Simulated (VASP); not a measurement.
Input of a VASP 6.6.1 run:

The input POSCAR:

```
SnTe
1.0
    0.0000000000      3.2126470615      3.2126470615
    3.2126470615      0.0000000000      3.2126470615
    3.2126470615      3.2126470615      0.0000000000
Te Sn
1 1
Direct
    0.5000000000      0.5000000000      0.5000000000
    0.0000000000      0.0000000000      0.0000000000
```

INCAR.step1

```
  PREC = Accurate
  ENCUT = 520
  ISMEAR = -1
  SIGMA = 0.05
  LREAL = F
  LASPH = T
  NELM = 100
  NBANDS = 17
  GGA = PE
  ALGO = Normal
  EDIFF = 1E-4
  LWAVE = T
  LCHARG = F
```

The input INCAR.step2:

```
  PREC = Accurate
  ENCUT = 520
  EDIFF = 1E-6
  ISMEAR = -1
  SIGMA = 0.05
  LREAL = F
  LASPH = T
  NELM = 100
  ALGO = Normal
  ISIF = 2
  LWAVE = F
  LCHARG = F
  METAGGA = R2SCAN
  LMIXTAU = T
  NBANDS = 17
  ISTART = 1
```

The input KPOINTS:

```
Automatic mesh
0
Gamma
  7 7 7
```

Potentials or basis: VASP PAW PBE potentials, release 64 (Te, Sn_d).

Command:

```sh
$ cat potpaw_PBE.64/Te/POTCAR potpaw_PBE.64/Sn_d/POTCAR > POTCAR
$ cp INCAR.step1 INCAR
$ mpirun -np 1 vasp_std > vasp.out
$ cp INCAR.step2 INCAR
$ mpirun -np 1 vasp_std > vasp.out
```

Task: What does it give for the pressure?

Result: -1.1 GPa.

Caveat: the PAW data sets were made with another functional, which shifts forces and pressure a little.
